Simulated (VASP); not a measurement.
# Si5Ge (Imm2) in VASP: single point with PBE

Aim: the single point of Si5Ge with PBE.

All numbers are computed with VASP 6.6.1; they aren't measurements. Logs are shortened: lines on timing, memory, paths and dates and some standing lists are left out, and cuts for length are marked.

### 1 The cell of the first run

It takes space group Imm2 (No. 44, orthorhombic). The conventional cell has a = 3.903 Å, b = 11.691 Å, c = 5.504 Å, α = 90.00°, β = 90.00°, γ = 90.00°. Si (site symmetry m) has 4 Si at 2.37 to 2.38 Å within 3.1 Å. Within 3.1 Å of Si (site symmetry m) lie 3 Si at 2.37 to 2.38 Å and 1 Ge at 2.42 Å. Within 3.1 Å of Si (site symmetry mm2) lie 2 Si at 2.37 Å and 2 Ge at 2.41 Å. Ge (site symmetry mm2) has 4 Si at 2.41 to 2.42 Å within 3.2 Å.

### 2 Single point, PBE

INCAR

```
PREC     = Accurate       # precision mode
ENCUT    = 520            # plane-wave cutoff, eV
EDIFF    = 1E-7           # SCF threshold, eV
ISMEAR   = 0              # smearing method
SIGMA    = 0.2            # smearing width, eV
LREAL    = F              # projectors in reciprocal space
LASPH    = T              # aspherical terms in the spheres
NELM     = 100            # most SCF steps
ALGO     = Normal         # electronic algorithm
ISIF     = 2              # what is computed and relaxed
LWAVE    = F              # write WAVECAR
LCHARG   = F              # write CHGCAR
GGA      = PE             # functional
NBANDS   = 26             # bands
```

KPOINTS

```
Automatic mesh
0
Gamma
  5 5 5
```

POSCAR

```
Si5Ge
1.0
   -1.9516266687      5.8453095705      2.7519418479
    1.9516266687     -5.8453095705      2.7519418479
    1.9516266687      5.8453095705     -2.7519418479
Si Ge
5 1
Direct
    0.3326879817     -0.0001138412      0.3328018229
    0.4232789897      0.2539711317      0.1693078580
    0.6670843359     -0.0001138412      0.6671981771
    0.0846632737      0.2539711317      0.8306921420
    0.7423515038      0.2423515038      0.5000000000
   -0.0000660848     -0.0000660848      0.0000000000
```

Potentials or basis: VASP PAW PBE potentials, release 64 (Si, Ge_d).

The run is started by

```bash
$ cat potpaw_PBE.64/Si/POTCAR potpaw_PBE.64/Ge_d/POTCAR > POTCAR
$ mpirun -np 1 vasp_std > vasp.out
```

OUTCAR:

```text
PREC = Accurate
   ENCUT = 520
   EDIFF = 1E-7
   ISMEAR = 0
   LREAL = F
   LASPH = T
   NELM = 100
   ISIF = 2
   GGA = PE

 ion  position               nearest neighbor table
   1  0.333  1.000  0.333-   5 2.37   2 2.37   4 2.38   4 2.38
   2  0.423  0.254  0.169-   1 2.37   3 2.38   3 2.38   6 2.42
   3  0.667  1.000  0.667-   5 2.37   4 2.37   2 2.38   2 2.38
   4  0.085  0.254  0.831-   3 2.37   1 2.38   1 2.38   6 2.42
   5  0.742  0.242  0.500-   3 2.37   1 2.37   6 2.41   6 2.41
   6  1.000  1.000  0.000-   5 2.41   5 2.41   4 2.42   2 2.42

  LATTYP: Found a body centered orthorhombic cell.
 ALAT       =     3.9032533374
 B/A-ratio  =     1.4100759597
 C/A-ratio  =     2.9950961750

  Lattice vectors:

 A1 = (   1.9516266687,  -5.8453095705,  -2.7519418479)
 A2 = (  -1.9516266687,  -5.8453095705,   2.7519418479)
 A3 = (  -1.9516266687,   5.8453095705,  -2.7519418479)

Analysis of symmetry for initial positions (statically):
=====================================================================
 Subroutine PRICEL returns:
 Original cell was already a primitive cell.

 Routine SETGRP: Setting up the symmetry group for a
 body centered orthorhombic supercell.

 Subroutine GETGRP returns: Found  4 space group operations
 (whereof  4 operations were pure point group operations)
 out of a pool of  8 trial point group operations.

The static configuration has the point symmetry C_2v.

Analysis of symmetry for dynamics (positions and initial velocities):
=====================================================================
 Subroutine PRICEL returns:
 Original cell was already a primitive cell.

 Routine SETGRP: Setting up the symmetry group for a
 body centered orthorhombic supercell.

 Subroutine GETGRP returns: Found  4 space group operations
 (whereof  4 operations were pure point group operations)
 out of a pool of  8 trial point group operations.

The dynamic configuration has the point symmetry C_2v.

 Subroutine INISYM returns: Found  4 space group operations
 (whereof  4 operations are pure point group operations),
 and found     1 'primitive' translations

----------------------------------------------------------------------------------------

                                     Primitive cell

  volume of cell :     125.5751

  direct lattice vectors                    reciprocal lattice vectors
    -1.951626669  5.845309571  2.751941848     0.000000000  0.085538669  0.181689886
     1.951626669 -5.845309571  2.751941848     0.256196540  0.000000000  0.181689886
     1.951626669  5.845309571 -2.751941848     0.256196540  0.085538669  0.000000000

  length of vectors
     6.749049901  6.749049901  6.749049901     0.200818521  0.314082603  0.270099113

  position of ions in fractional coordinates (direct lattice)
     0.332687982  0.999886159  0.332801823
     0.423278990  0.253971132  0.169307858
     0.667084336  0.999886159  0.667198177
     0.084663274  0.253971132  0.830692142
     0.742351504  0.242351504  0.500000000
     0.999933915  0.999933915  0.000000000

  ion indices of the primitive-cell ions
   primitive index   ion index
                 1           1
                 2           2
                 3           3
                 4           4
                 5           5
                 6           6

----------------------------------------------------------------------------------------

 KPOINTS: Automatic mesh

Automatic generation of k-mesh.
 Grid dimensions read from file:
 generate k-points for:    5    5    5

 Generating k-lattice:

  Cartesian coordinates                     Fractional coordinates (reciprocal lattice)
     0.000000000  0.017107734  0.036337977     0.200000000  0.000000000  0.000000000
     0.051239308  0.000000000  0.036337977     0.000000000  0.200000000  0.000000000
     0.051239308  0.017107734  0.000000000     0.000000000  0.000000000  0.200000000

  Length of vectors
     0.040163704  0.062816521  0.054019823

  Shift w.r.t. Gamma in fractional coordinates (k-lattice)
     0.000000000  0.000000000  0.000000000

 Subroutine IBZKPT returns following result:
 ===========================================

 Found     27 irreducible k-points:

 Following reciprocal coordinates:
            Coordinates               Weight
  0.000000  0.000000  0.000000      1.000000
  0.200000 -0.000000  0.000000      4.000000
  0.400000  0.000000 -0.000000      4.000000
  0.000000  0.200000  0.000000      4.000000
  0.200000  0.200000  0.000000      8.000000
  0.400000  0.200000  0.000000      8.000000
[... 16 lines left out ...]
 -0.400000 -0.200000  0.200000      4.000000
 -0.200000 -0.200000  0.200000      2.000000
 [... further k-points ...]
   k-points           NKPTS =     27   k-points in BZ     NKDIM =     27   number of bands    NBANDS=     26
   number of dos      NEDOS =    301   number of ions     NIONS =      6
   total plane-waves  NPLWV = 125000
   dimension x,y,z NGX =    50 NGY =   50 NGZ =   50
   dimension x,y,z NGXF=   100 NGYF=  100 NGZF=  100
   ions per type =               5   1
   NGX,Y,Z   is equivalent  to a cutoff of  12.32, 12.32, 12.32 a.u.
   NGXF,Y,Z  is equivalent  to a cutoff of  24.63, 24.63, 24.63 a.u.
 SYSTEM =  unknown system
   PREC   = accura    normal or accurate (medium, high low for compatibility)
   ISTART =      0    job   : 0-new  1-cont  2-samecut
   ICHARG =      2    charge: 1-file 2-atom 10-const
   ISPIN  =      1    spin polarized calculation?
   LNONCOLLINEAR =      F non collinear calculations
   LSORBIT =      F    spin-orbit coupling
   LASPH  =      T    aspherical Exc in radial PAW
   ENCUT  =  520.0 eV  38.22 Ry    6.18 a.u.  12.55 12.55 12.55*2*pi/ulx,y,z
   NELM   =    100;   NELMIN=  2; NELMDL= -5     # of ELM steps
   EDIFF  = 0.1E-06   stopping-criterion for ELM
   LREAL  =      F    real-space projection
   EDIFFG = 0.1E-05   stopping-criterion for IOM
   NSW    =      0    number of steps for IOM
   IBRION =     -1    ionic relax: 0-MD 1-quasi-New 2-CG
   NFREE  =      0    steps in history (QN), initial steepest desc. (CG)
   ISIF   =      2    stress and relaxation
   ISYM   =      2    0-nonsym 1-usesym 2-fastsym
   POTIM  = 0.5000    time-step for ionic-motion
   TEBEG  =    0.0;   TEEND  =   0.0 temperature during run
   PSTRESS=    0.0 pullay stress
   NELECT =      34.0000    total number of electrons
   NUPDOWN=      -1.0000    fix difference up-down
   EMIN   =  10.00;   EMAX   =-10.00  energy-range for DOS
   EFERMI =   0.00;   METHOD = LEGACY
   ISMEAR =     0;   SIGMA  =   0.20  broadening in eV -4-tet -1-fermi 0-gaus
   EFERMI_NEDOS =   21; number of points for ismear=-14 and -15
   IALGO  =     38    algorithm
   IMIX   =      4    mixing-type and parameters
     AMIX     =   0.40;   BMIX     =  1.00
     AMIX_MAG =   1.60;   BMIX_MAG =  1.00
  volume/ion in A,a.u.               =      20.93       141.24
  Fermi-wavevector in a.u.,A,eV,Ry     =   1.059091  2.001392 15.261300  1.121674
  Thomas-Fermi vector in A             =   2.194424
   LORBIT       =      0    0 simple, 1 ext, 2 COOP (PROOUT), +10 PAW based schemes
   GGA     = PE    functional components
   LHFCALC =     F    Hartree Fock is set to
   AEXX    =    0.0000 exact exchange contribution
   IVDW    =     0    specifies the selected vdW correction
   LEPSILON=     F    determine dielectric tensor
   LRPA    =     F    only Hartree local field effects (RPA)
 non-spin polarized calculation
 Gauss-broadening in eV      SIGMA  =   0.20
  energy-cutoff  :      520.00
  volume of cell :      125.58
 maximum number of plane-waves:      3401
 NGX is ok and might be reduce to    50
   NGX = 25   NGY = 25   NGZ = 25

 number of electron      33.9999996 magnetization

 Free energy of the ion-electron system (eV)
  ---------------------------------------------------
  ext. energy  EPLUGINS =         0.00000000
  ---------------------------------------------------
  free energy    TOTEN  =       -31.55581974 eV

  energy without entropy =      -31.55488715  energy(sigma->0) =      -31.55535344

 E-fermi :   5.7240     XC(G=0):  -9.4131

 val. band max:        5.4445215059   @ k =   0.0000   0.0000   0.0000
 cond. band min:       6.0306643813   @ k =  -0.4000  -0.4000   0.4000
 fundamental gap:      0.5861428754
 Fermi energy:         5.7239706866

 k-point     1 :       0.0000    0.0000    0.0000
  band No.  band energies     occupation
      1     -18.7285      2.00000
      2     -18.7272      2.00000
      3     -18.7229      2.00000
      4     -18.7043      2.00000
      5     -18.7006      2.00000
      6      -6.5064      2.00000
[... 18 lines left out ...]
     25      11.3700      0.00000
     26      11.7604      0.00000

 k-point     2 :       0.2000   -0.0000    0.0000
  band No.  band energies     occupation
      1     -18.7285      2.00000
      2     -18.7272      2.00000
      3     -18.7229      2.00000
      4     -18.7042      2.00000
      5     -18.7006      2.00000
      6      -6.3013      2.00000
[... 18 lines left out ...]
     25      10.1617      0.00000
     26      10.2393      0.00000

 k-point     3 :       0.4000    0.0000   -0.0000
  band No.  band energies     occupation
      1     -18.7285      2.00000
      2     -18.7273      2.00000
      3     -18.7229      2.00000
      4     -18.7041      2.00000
      5     -18.7006      2.00000
      6      -5.7042      2.00000
[... 18 lines left out ...]
     25       9.9922      0.00000
     26      10.0989      0.00000

 k-point     4 :       0.0000    0.2000    0.0000
  band No.  band energies     occupation
      1     -18.7271      2.00000
      2     -18.7265      2.00000
      3     -18.7237      2.00000
      4     -18.7032      2.00000
      5     -18.7014      2.00000
      6      -6.0088      2.00000
[... 18 lines left out ...]
     25      10.9728      0.00000
     26      11.4494      0.00000

 k-point     5 :       0.2000    0.2000    0.0000
  band No.  band energies     occupation
      1     -18.7272      2.00000
      2     -18.7265      2.00000
      3     -18.7237      2.00000
      4     -18.7032      2.00000
      5     -18.7014      2.00000
      6      -5.4946      2.00000
[... 18 lines left out ...]
     25      10.2203      0.00000
     26      10.8903      0.00000

 k-point     6 :       0.4000    0.2000    0.0000
  band No.  band energies     occupation
      1     -18.7272      2.00000
      2     -18.7265      2.00000
      3     -18.7237      2.00000
      4     -18.7032      2.00000
      5     -18.7014      2.00000
      6      -5.2287      2.00000
[... 427 lines left out ...]
 k-point    21 :       0.2000   -0.2000    0.2000
  band No.  band energies     occupation
      1     -18.7285      2.00000
      2     -18.7272      2.00000
      3     -18.7228      2.00000
      4     -18.7043      2.00000
      5     -18.7006      2.00000
      6      -6.3576      2.00000
[... 18 lines left out ...]
     25      10.4485      0.00000
     26      10.8663      0.00000

 k-point    22 :       0.4000   -0.2000    0.2000
  band No.  band energies     occupation
      1     -18.7285      2.00000
      2     -18.7272      2.00000
      3     -18.7229      2.00000
      4     -18.7042      2.00000
      5     -18.7006      2.00000
      6      -6.0117      2.00000
[... 18 lines left out ...]
     25       9.3436      0.00000
     26      11.0202      0.00000

 k-point    23 :      -0.4000   -0.2000    0.2000
  band No.  band energies     occupation
      1     -18.7285      2.00000
      2     -18.7273      2.00000
      3     -18.7229      2.00000
      4     -18.7042      2.00000
      5     -18.7006      2.00000
      6      -5.3391      2.00000
[... 18 lines left out ...]
     25       9.3689      0.00000
     26      11.6086      0.00000

 k-point    24 :      -0.2000   -0.2000    0.2000
  band No.  band energies     occupation
      1     -18.7285      2.00000
      2     -18.7273      2.00000
      3     -18.7229      2.00000
      4     -18.7041      2.00000
      5     -18.7006      2.00000
      6      -5.8404      2.00000
[... 18 lines left out ...]
     25       9.7762      0.00000
     26      10.2921      0.00000

 [... further k-points ...]

------------------------ aborting loop because EDIFF is reached ----------------------------------------

  FORCE on cell =-STRESS in cart. coord.  units (eV):
  Direction    XX          YY          ZZ          XY          YZ          ZX
  --------------------------------------------------------------------------------------
  -------------------------------------------------------------------------------------
  Total        0.0293347     -0.0945905     -0.1069466      0.0000000      0.0000000      0.0000000
  in kB        0.3742733     -1.2068541     -1.3645019      0.0000000      0.0000000      0.0000000
  external PRESSURE =      -0.7323609 kB  Pullay stress =       0.0000000 kB

 VOLUME and BASIS-vectors are now :
 -----------------------------------------------------------------------------
  energy-cutoff  :      520.00
  volume of cell :      125.58
      direct lattice vectors                 reciprocal lattice vectors
    -1.951626669  5.845309571  2.751941848     0.000000000  0.085538669  0.181689886
     1.951626669 -5.845309571  2.751941848     0.256196540  0.000000000  0.181689886
     1.951626669  5.845309571 -2.751941848     0.256196540  0.085538669  0.000000000

 POSITION                                       TOTAL-FORCE (eV/Angst)
 -----------------------------------------------------------------------------------
      1.95163     -1.95465      2.75132        -0.000000      0.004027     -0.003368
      0.00000      1.97931      1.39783         0.000000      0.009412      0.010643
      1.95163      1.95465      2.75132         0.000000     -0.004027     -0.003368
      1.95163      3.86600     -1.35411        -0.000000     -0.009412      0.010643
      0.00000      5.84531      1.33387        -0.000000      0.000000      0.006672
      0.00000      0.00000      5.50352        -0.000000      0.000000     -0.021222
 -----------------------------------------------------------------------------------
    total drift:                               -0.000001     -0.000002     -0.000039

  FREE ENERGIE OF THE ION-ELECTRON SYSTEM (eV)
  ---------------------------------------------------
  free  energy   TOTEN  =       -31.5558197414 eV

  energy  without entropy=      -31.5548871462  energy(sigma->0) =      -31.55535344
```

It took 1.8 min on 1 thread of Intel Xeon Platinum 8559C (Emerald Rapids), shared host; peak memory 0.36 GiB.

Results:

| Quantity | Value |
| --- | --- |
| Free energy | -31.5558 eV |
| Pressure | -0.1 GPa |
| Largest force | 0.021 eV/Å |
| Band gap on the k mesh | 0.59 eV, indirect (least direct gap 1.10 eV) |

Forces in eV/Å, atoms in the order of the input:
```
Si   0.000  0.004 -0.003
Si   0.000  0.009  0.011
Si   0.000 -0.004 -0.003
Si   0.000 -0.009  0.011
Si   0.000  0.000  0.007
Ge   0.000  0.000 -0.021
```

Stress tensor (GPa, compression positive):
```
 0.04  0.00  0.00
 0.00 -0.12  0.00
 0.00  0.00 -0.14
```
